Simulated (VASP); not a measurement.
# HBrO (P4/nmm) in VASP: single point with PBEsol

Aim: the single point of HBrO with PBEsol.

Program: VASP 6.6.1. These are calculated values, not measurements. Logs are shortened: lines on timing, memory, paths and dates and some standing lists are left out, and cuts for length are marked.

## Step 1: The cell of the first run

Symmetry: P4/nmm, No. 129, tetragonal system. The conventional cell has a = 3.480 Å, b = 3.480 Å, c = 6.680 Å, α = 90.00°, β = 90.00°, γ = 90.00°. H (site symmetry 4mm) has 4 O at 2.11 Å and 5 Br at 2.81 to 2.94 Å within 3.0 Å. Br (site symmetry 4mm) has 6 H at 2.81 to 3.74 Å and 8 Br at 2.92 to 3.48 Å and 4 O at 3.09 Å within 3.8 Å. O (site symmetry -4m2) has 4 H at 2.11 Å and 4 O at 2.46 Å within 2.8 Å.

## Step 2: Single point, PBEsol

POSCAR

```
HBrO
1.0
    3.4797060000      0.0000000000      0.0000000000
    0.0000000000      3.4797060000      0.0000000000
    0.0000000000      0.0000000000      6.6797770000
H Br O
2 2 2
Direct
    0.0000000000      0.5000000000      0.1789000000
    0.5000000000      0.0000000000      0.8211000000
    0.0000000000      0.5000000000      0.6183000000
    0.5000000000      0.0000000000      0.3817000000
    0.0000000000      0.0000000000      0.0000000000
    0.5000000000      0.5000000000      0.0000000000
```

INCAR.step1

```
SYSTEM = HBrO
PREC = Accurate
ENCUT = 520
EDIFF = 1E-6
ISMEAR = -1
SIGMA = 0.1
LREAL = .False.
LASPH = .True.
NELM = 60
ALGO = Normal
ISIF = 2
LWAVE = .False.
LCHARG = .True.
GGA = PS
NBANDS = 23
```

KPOINTS.step1

```
Automatic mesh
0
Gamma
  10 10 5
  0 0 0
```

INCAR.step2

```
SYSTEM = HBrO
PREC = Accurate
ENCUT = 520
EDIFF = 1E-6
ISMEAR = -5
SIGMA = 0.1
LREAL = .False.
LASPH = .True.
NELM = 60
ALGO = Normal
ISIF = 2
LWAVE = .False.
LCHARG = .False.
GGA = PS
LORBIT = 11
NBANDS = 23
NEDOS = 2001
ICHARG = 11
```

KPOINTS.step2

```
Automatic mesh
0
Gamma
  15 15 8
  0 0 0
```

Potentials or basis: VASP PAW PBE potentials, release 64 (H, Br, O).

Command:

```bash
$ cat potpaw_PBE.64/H/POTCAR potpaw_PBE.64/Br/POTCAR potpaw_PBE.64/O/POTCAR > POTCAR
$ cp INCAR.step1 INCAR
$ cp KPOINTS.step1 KPOINTS
$ mpirun -np 1 vasp_std > vasp.out
$ cp INCAR.step2 INCAR
$ cp KPOINTS.step2 KPOINTS
$ mpirun -np 1 vasp_std > vasp.out
```

OUTCAR:

```text
SYSTEM = HBrO
   PREC = Accurate
   ENCUT = 520
   EDIFF = 1E-6
   ISMEAR = -5
   LREAL = .False.
   LASPH = .True.
   NELM = 60
   ISIF = 2
   GGA = PS
   LORBIT = 11
   ICHARG = 11

 ion  position               nearest neighbor table
   1  0.000  0.500  0.179-
   2  0.500  0.000  0.821-
   3  0.000  0.500  0.618-
   4  0.500  0.000  0.382-
   5  0.000  0.000  0.000-
   6  0.500  0.500  0.000-

  LATTYP: Found a simple tetragonal cell.
 ALAT       =     3.4797060000
 C/A-ratio  =     1.9196383258

  Lattice vectors:

 A1 = (   3.4797060000,   0.0000000000,   0.0000000000)
 A2 = (   0.0000000000,   3.4797060000,   0.0000000000)
 A3 = (   0.0000000000,   0.0000000000,   6.6797770000)

Analysis of symmetry for initial positions (statically):
=====================================================================
 Subroutine PRICEL returns:
 Original cell was already a primitive cell.

 Routine SETGRP: Setting up the symmetry group for a
 simple tetragonal supercell.

 Subroutine GETGRP returns: Found 16 space group operations
 (whereof  8 operations were pure point group operations)
 out of a pool of 16 trial point group operations.

The static configuration has the point symmetry D_2d.
 The point group associated with its full space group is D_4h.

Analysis of symmetry for dynamics (positions and initial velocities):
=====================================================================
 Subroutine PRICEL returns:
 Original cell was already a primitive cell.

 Routine SETGRP: Setting up the symmetry group for a
 simple tetragonal supercell.

 Subroutine GETGRP returns: Found 16 space group operations
 (whereof  8 operations were pure point group operations)
 out of a pool of 16 trial point group operations.

The dynamic configuration has the point symmetry D_2d.
 The point group associated with its full space group is D_4h.

 Subroutine INISYM returns: Found 16 space group operations
 (whereof  8 operations are pure point group operations),
 and found     1 'primitive' translations

----------------------------------------------------------------------------------------

                                     Primitive cell

  volume of cell :      80.8811

  direct lattice vectors                    reciprocal lattice vectors
     3.479706000  0.000000000  0.000000000     0.287380601  0.000000000  0.000000000
     0.000000000  3.479706000  0.000000000     0.000000000  0.287380601  0.000000000
     0.000000000  0.000000000  6.679777000     0.000000000  0.000000000  0.149705596

  length of vectors
     3.479706000  3.479706000  6.679777000     0.287380601  0.287380601  0.149705596

  position of ions in fractional coordinates (direct lattice)
     0.000000000  0.500000000  0.178900000
     0.500000000  0.000000000  0.821100000
     0.000000000  0.500000000  0.618300000
     0.500000000  0.000000000  0.381700000
     0.000000000  0.000000000  0.000000000
     0.500000000  0.500000000  0.000000000

  ion indices of the primitive-cell ions
   primitive index   ion index
                 1           1
                 2           2
                 3           3
                 4           4
                 5           5
                 6           6

----------------------------------------------------------------------------------------

 KPOINTS: Automatic mesh

Automatic generation of k-mesh.
 Grid dimensions read from file:
 generate k-points for:   15   15    8

 Generating k-lattice:

  Cartesian coordinates                     Fractional coordinates (reciprocal lattice)
     0.019158707  0.000000000  0.000000000     0.066666667  0.000000000  0.000000000
     0.000000000  0.019158707  0.000000000     0.000000000  0.066666667  0.000000000
     0.000000000  0.000000000  0.018713200     0.000000000  0.000000000  0.125000000

  Length of vectors
     0.019158707  0.019158707  0.018713200

  Shift w.r.t. Gamma in fractional coordinates (k-lattice)
     0.000000000  0.000000000  0.000000000

 TETIRR: Found   2692 inequivalent tetrahedra from    10800

 Subroutine IBZKPT returns following result:
 ===========================================

 Found    180 irreducible k-points:

 Following reciprocal coordinates:
            Coordinates               Weight
  0.000000  0.000000  0.000000      1.000000
  0.066667  0.000000  0.000000      4.000000
  0.133333  0.000000  0.000000      4.000000
  0.200000  0.000000  0.000000      4.000000
  0.266667  0.000000  0.000000      4.000000
  0.333333  0.000000  0.000000      4.000000
[... 16 lines left out ...]
  0.266667  0.200000  0.000000      8.000000
  0.333333  0.200000  0.000000      8.000000
 [... further k-points ...]
   k-points           NKPTS =    180   k-points in BZ     NKDIM =    180   number of bands    NBANDS=     23
   number of dos      NEDOS =   2001   number of ions     NIONS =      6
   total plane-waves  NPLWV =  39200
   dimension x,y,z NGX =    28 NGY =   28 NGZ =   50
   dimension x,y,z NGXF=    56 NGYF=   56 NGZF=  100
   ions per type =               2   2   2
   NGX,Y,Z   is equivalent  to a cutoff of  13.38, 13.38, 12.44 a.u.
   NGXF,Y,Z  is equivalent  to a cutoff of  26.75, 26.75, 24.89 a.u.
 SYSTEM =  HBrO
   PREC   = accura    normal or accurate (medium, high low for compatibility)
   ISTART =      0    job   : 0-new  1-cont  2-samecut
   ICHARG =     11    charge: 1-file 2-atom 10-const
   ISPIN  =      1    spin polarized calculation?
   LNONCOLLINEAR =      F non collinear calculations
   LSORBIT =      F    spin-orbit coupling
   LASPH  =      T    aspherical Exc in radial PAW
   ENCUT  =  520.0 eV  38.22 Ry    6.18 a.u.   6.47  6.47 12.42*2*pi/ulx,y,z
   NELM   =     60;   NELMIN=  2; NELMDL=  0     # of ELM steps
   EDIFF  = 0.1E-05   stopping-criterion for ELM
   LREAL  =      F    real-space projection
   EDIFFG = 0.1E-04   stopping-criterion for IOM
   NSW    =      0    number of steps for IOM
   IBRION =     -1    ionic relax: 0-MD 1-quasi-New 2-CG
   NFREE  =      0    steps in history (QN), initial steepest desc. (CG)
   ISIF   =      2    stress and relaxation
   ISYM   =      2    0-nonsym 1-usesym 2-fastsym
   POTIM  = 0.5000    time-step for ionic-motion
   TEBEG  =    0.0;   TEEND  =   0.0 temperature during run
   PSTRESS=    0.0 pullay stress
   NELECT =      28.0000    total number of electrons
   NUPDOWN=      -1.0000    fix difference up-down
   EMIN   =  10.00;   EMAX   =-10.00  energy-range for DOS
   EFERMI =   0.00;   METHOD = LEGACY
   ISMEAR =    -5;   SIGMA  =   0.10  broadening in eV -4-tet -1-fermi 0-gaus
   EFERMI_NEDOS =   21; number of points for ismear=-14 and -15
   IALGO  =     38    algorithm
   IMIX   =      4    mixing-type and parameters
     AMIX     =   0.40;   BMIX     =  1.00
     AMIX_MAG =   1.60;   BMIX_MAG =  1.00
  volume/ion in A,a.u.               =      13.48        90.97
  Fermi-wavevector in a.u.,A,eV,Ry     =   1.149508  2.172254 17.978297  1.321368
  Thomas-Fermi vector in A             =   2.286177
   LORBIT       =     11    0 simple, 1 ext, 2 COOP (PROOUT), +10 PAW based schemes
   GGA     = PS    functional components
   LHFCALC =     F    Hartree Fock is set to
   AEXX    =    0.0000 exact exchange contribution
   IVDW    =     0    specifies the selected vdW correction
   LEPSILON=     F    determine dielectric tensor
   LRPA    =     F    only Hartree local field effects (RPA)
 non-spin polarized calculation
 Fermi weights with tetrahedron method with Bloechl corrections
  energy-cutoff  :      520.00
  volume of cell :       80.88
 maximum number of plane-waves:      2216
 NGX is ok and might be reduce to    28

 number of electron      27.9999981 magnetization

 Free energy of the ion-electron system (eV)
  ---------------------------------------------------
  ext. energy  EPLUGINS =         0.00000000
  ---------------------------------------------------
  free energy    TOTEN  =       -12.20901706 eV

  energy without entropy =      -12.20901706  energy(sigma->0) =      -12.20901706

 E-fermi :   1.3351     XC(G=0):  -9.9802

 val. band max:        1.3921776170   @ k =   0.2667   0.1333   0.5000
 cond. band min:       1.2936497705   @ k =   0.2667   0.0000   0.3750
 fundamental gap:     -0.0985278465
 Fermi energy:         1.3350680479

 k-point     1 :       0.0000    0.0000    0.0000
  band No.  band energies     occupation
      1     -16.0702      2.00000
      2     -14.8204      2.00000
      3     -13.8044      2.00000
      4     -12.4707      2.00000
      5      -3.3124      2.00000
      6      -1.8059      2.00000
[... 15 lines left out ...]
     22      12.9271      0.00000
     23      14.3244      0.00000

 k-point     2 :       0.0667    0.0000    0.0000
  band No.  band energies     occupation
      1     -16.0455      2.00000
      2     -14.7900      2.00000
      3     -13.8284      2.00000
      4     -12.4796      2.00000
      5      -3.4056      2.00000
      6      -1.8121      2.00000
[... 15 lines left out ...]
     22      12.9275      0.00000
     23      13.7386      0.00000

 k-point     3 :       0.1333    0.0000    0.0000
  band No.  band energies     occupation
      1     -15.9724      2.00000
      2     -14.6997      2.00000
      3     -13.8995      2.00000
      4     -12.5097      2.00000
      5      -3.6411      2.00000
      6      -1.8508      2.00000
[... 15 lines left out ...]
     22      12.9739      0.00000
     23      13.2301      0.00000
[... 495 lines left out ...]
 k-point    23 :       0.2667    0.2000    0.0000
  band No.  band energies     occupation
      1     -15.5210      2.00000
      2     -14.2753      2.00000
      3     -14.1186      2.00000
      4     -12.6958      2.00000
      5      -3.8510      2.00000
      6      -2.7195      2.00000
[... 15 lines left out ...]
     22      12.4246      0.00000
     23      12.6228      0.00000

 k-point    24 :       0.3333    0.2000    0.0000
  band No.  band energies     occupation
      1     -15.3532      2.00000
      2     -14.4182      2.00000
      3     -13.8985      2.00000
      4     -12.8070      2.00000
      5      -3.9532      2.00000
      6      -2.8839      2.00000
[... 15 lines left out ...]
     22      12.1785      0.00000
     23      12.5952      0.00000

 [... further k-points ...]

------------------------ aborting loop because EDIFF is reached ----------------------------------------

  FORCE on cell =-STRESS in cart. coord.  units (eV):
  Direction    XX          YY          ZZ          XY          YZ          ZX
  --------------------------------------------------------------------------------------
  -------------------------------------------------------------------------------------
  Total       -5.5828323     -5.5828323     -4.6615751      0.0000000      0.0000000     -0.0000000
  in kB     -110.5905707   -110.5905707    -92.3413453      0.0000000      0.0000000     -0.0000000
  external PRESSURE =    -104.5074955 kB  Pullay stress =       0.0000000 kB

 VOLUME and BASIS-vectors are now :
 -----------------------------------------------------------------------------
  energy-cutoff  :      520.00
  volume of cell :       80.88
      direct lattice vectors                 reciprocal lattice vectors
     3.479706000  0.000000000  0.000000000     0.287380601  0.000000000  0.000000000
     0.000000000  3.479706000  0.000000000     0.000000000  0.287380601  0.000000000
     0.000000000  0.000000000  6.679777000     0.000000000  0.000000000  0.149705596

 POSITION                                       TOTAL-FORCE (eV/Angst)
 -----------------------------------------------------------------------------------
      0.00000      1.73985      1.19501        -0.000000     -0.000000     -1.943805
      1.73985      0.00000      5.48476         0.000000     -0.000000      1.943805
      0.00000      1.73985      4.13011        -0.000000     -0.000000      0.724890
      1.73985      0.00000      2.54967        -0.000000     -0.000000     -0.724890
      0.00000      0.00000      0.00000        -0.000000     -0.000000      0.000000
      1.73985      1.73985      0.00000        -0.000000      0.000000      0.000000
 -----------------------------------------------------------------------------------
    total drift:                                0.000000      0.000000     -0.000000

  FREE ENERGIE OF THE ION-ELECTRON SYSTEM (eV)
  ---------------------------------------------------
  free  energy   TOTEN  =       -12.2090170552 eV

  energy  without entropy=      -12.2090170552  energy(sigma->0) =      -12.20901706

 total charge

# of ion       s       p       d       tot
------------------------------------------
    1        0.245   0.006   0.000   0.251
    2        0.245   0.006   0.000   0.251
    3        1.649   2.979   0.035   4.662
    4        1.649   2.979   0.035   4.662
    5        1.628   2.971   0.000   4.599
    6        1.628   2.971   0.000   4.599
--------------------------------------------------
tot          7.043  11.911   0.069  19.023
```

Wall time 8 min (1 thread of Intel Xeon 8259CL, shared host); peak memory 0.41 GiB.

What came out:

```yaml
Valence_electrons_inside_the_program's_atomic_spheres: H 0.25; Br 4.66; O 4.60
```

Levels at points of the mesh, in eV from the Fermi level:
| k point | band 11 | band 12 | band 13 | band 14 | band 15 | band 16 | band 17 | band 18 |
| --- | --- | --- | --- | --- | --- | --- | --- | --- |
| (0.00, 0.00, 0.00) | -0.65 | -0.51 | 0.16 | 0.16 | 0.16 | 0.39 | 0.39 | 2.10 |
| (0.00, 0.00, 0.50) | -1.84 | -0.66 | 0.34 | 0.34 | 0.34 | 0.34 | 1.76 | 1.96 |

Caveat: the PAW data sets were made with another functional, which shifts forces and pressure a little.
